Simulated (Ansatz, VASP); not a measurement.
**Ce3GaI3 in VASP and in Ansatz**

```
Ce Ga I
1.0
     6.39739    0.00000    0.00000
     0.00000    6.39739    0.00000
     0.00000    0.00000    6.39739
Ce Ga I
3 1 3
Direct
  0.50000 0.50000 0.00000
  0.00000 0.50000 0.50000
  0.50000 0.00000 0.50000
  0.50000 0.50000 0.50000
  0.50000 0.00000 0.00000
  0.00000 0.50000 0.00000
  0.00000 0.00000 0.50000
```

Alike in both runs: task single point; functional r2SCAN; k mesh 3 × 3 × 3; occupations gaussian, width 0.0481 eV; no spin polarisation; Hubbard terms Ce f U = 2.0 eV.

|  | VASP | Ansatz |
| --- | --- | --- |
| version | VASP 6.6.1 | Ansatz 0.2.0 |
| potentials or method | VASP PAW PBE potentials, release 64 (Ce, Ga_d, I), cutoff 520 eV | PAW plane waves |
| valence electrons in the cell | 70 | 100 |

Ansatz gave:

| Quantity | Value |
| --- | --- |
| gap on the k mesh at the Fermi level (eV) | none |
| pressure (GPa) | -2.2 |

Q: What did VASP give for the same quantities?

A: gap on the k mesh at the Fermi level (eV): none; pressure (GPa): -2.5.

VASP's potentials were made for PBE, not for r2SCAN. The programs project onto different local orbitals, so the same U acts differently, and such runs can settle in different states. A gap of «none» marks a metal or a gap that the smearing closes. VASP's potentials hold 70 valence electrons a cell and Ansatz's 100, so a difference there can come from the potentials and not from the codes. Ansatz's warnings: filled band counts differ across k points.

Neither program's run includes spin-orbit coupling.
